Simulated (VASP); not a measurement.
NaH: relaxation of cell and atoms with r2SCAN

Crystal: NaH.

```
CELL_PARAMETERS angstrom
3.34500 0.00000 0.00000
-1.67250 2.89685 0.00000
0.00000 0.00000 5.88517
ATOMIC_POSITIONS crystal
Na 0.00000 0.00000 0.00000
Na 0.00000 0.00000 0.50000
H 0.33333 0.66667 0.25000
H 0.66667 0.33333 0.75000
```

| Property | Result |
| --- | --- |
| Program | VASP 6.6.1 |
| Task | relaxation of cell and atoms |
| Functional | r2SCAN |
| Potentials or basis | VASP PAW PBE potentials, release 64 (Na_pv, H) |
| Cutoff | 600 eV |
| k mesh | 12 × 12 × 4 |
| Occupations | fermi-dirac, width 0.02 eV |
| Spin | no spin polarisation |
| Dipole correction | no |
| Further INCAR settings | ALGO = Normal; EDIFF = 1e-06; IBRION = 2; EDIFFG = -0.005; NSW = 80; ISIF = 3 |

```yaml
Relaxed_volume: 13.78 Å³/atom
Relaxed_cell: a = 3.307 Å, b = 3.307 Å, c = 5.818 Å, α = 90.00°, β = 90.00°, γ = 120.00°
Space_group_after_relaxing_to_0.1_Å: P6_3/mmc (No. 194)
Energy_gained_by_relaxing: 1.5 meV/atom
Ionic_steps: 7
Pressure_after_relaxing: 0.0 GPa
Band_gap_on_the_k_mesh: 4.03 eV (least direct gap 5.09 eV)
```

Stress tensor (GPa, compression positive):
```
-0.03  0.00  0.00
 0.00 -0.03  0.00
 0.00  0.00  0.05
```

Step by step:
```
step  energy change (eV)  largest force (eV/Å)  pressure (GPa)  volume (Å³)
   1              0.0000                0.0000           -0.86        57.03
   2             -0.0031                0.0000           -0.61        56.40
   3             -0.0046                0.0000           -0.42        55.99
   4             -0.0061                0.0000           -0.02        55.17
   5             -0.0061                0.0000            0.00        55.13
   6             -0.0061                0.0000            0.00        55.11
   7             -0.0061                0.0000            0.00        55.10
```

Final structure:
```
Na H
1.0
     3.30701    0.00000    0.00000
    -1.65351    2.86396    0.00000
     0.00000    0.00000    5.81811
Na H
2 2
Direct
  0.00000 0.00000 0.00000
  0.00000 0.00000 0.50000
  0.33333 0.66667 0.25000
  0.66667 0.33333 0.75000
```

Levels at points of the mesh, in eV from the valence-band top:
```
           k point  band 6  band 7  band 8  band 9  band 10  band 11
(0.00, 0.00, 0.00)  -22.99   -3.61   -1.17    4.03    11.48    12.48
(0.50, 0.00, 0.00)  -22.98   -0.77   -0.22    5.01     6.53     7.74
(0.00, 0.00, 0.50)  -23.02   -2.67   -2.67    7.31     7.31    13.07
(0.50, 0.00, 0.50)  -23.04   -0.46   -0.46    4.97     4.97    10.63
```

It took 5.4 min on 1 thread of Intel(R) Xeon(R) 6975P-C (Granite Rapids) (shared host), peak memory 0.21 GiB.

Caveat: the PAW data sets were made with another functional, which shifts forces and pressure a little. A k mesh can miss the band edges.
